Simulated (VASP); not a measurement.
Ti3Si: single point with LDA

The system is Ti3Si.

```xyz
4
Lattice="0.0000 3.0358 3.0358 3.0358 0.0000 3.0358 3.0358 3.0358 0.0000" Properties=species:S:1:pos:R:3 pbc="T T T"
Ti    4.5538    4.5538    4.5538
Ti    1.5179    1.5179    1.5179
Ti    0.0000    0.0000    0.0000
Si    3.0358    3.0358    3.0358
```

| Item | Value |
| --- | --- |
| Program | VASP 6.6.1 |
| Task | single point |
| Functional | LDA |
| Potentials or basis | VASP PAW LDA potentials, release 64 (Ti_sv, Si) |
| Cutoff | 520 eV |
| k mesh | 6 × 6 × 6 |
| Occupations | fermi-dirac, width 0.1 eV |
| Spin | no spin polarisation |
| Dipole correction | no |
| Further INCAR settings | ALGO = Normal; EDIFF = 1e-06; NBANDS = 28 |

* Pressure: 6.2 GPa
* Band gap on the k mesh: zero (band 20 reaches 10.42 eV, above the bottom of band 21 at 9.99 eV)

Levels at points of the mesh, in eV from the Fermi level:
| k point | band 18 | band 19 | band 20 | band 21 | band 22 | band 23 |
| --- | --- | --- | --- | --- | --- | --- |
| (0.00, 0.00, 0.00) | -2.36 | 0.01 | 0.01 | 0.01 | 2.54 | 2.54 |
| (0.50, 0.00, 0.00) | -0.55 | -0.55 | -0.16 | -0.16 | 0.80 | 0.96 |
| (0.50, 0.50, 0.00) | -1.84 | -0.41 | -0.34 | -0.34 | 1.02 | 1.47 |

It took 33 s on 1 thread of AMD EPYC 7R13 Processor (Zen 3) (shared host), peak memory 0.13 GiB.
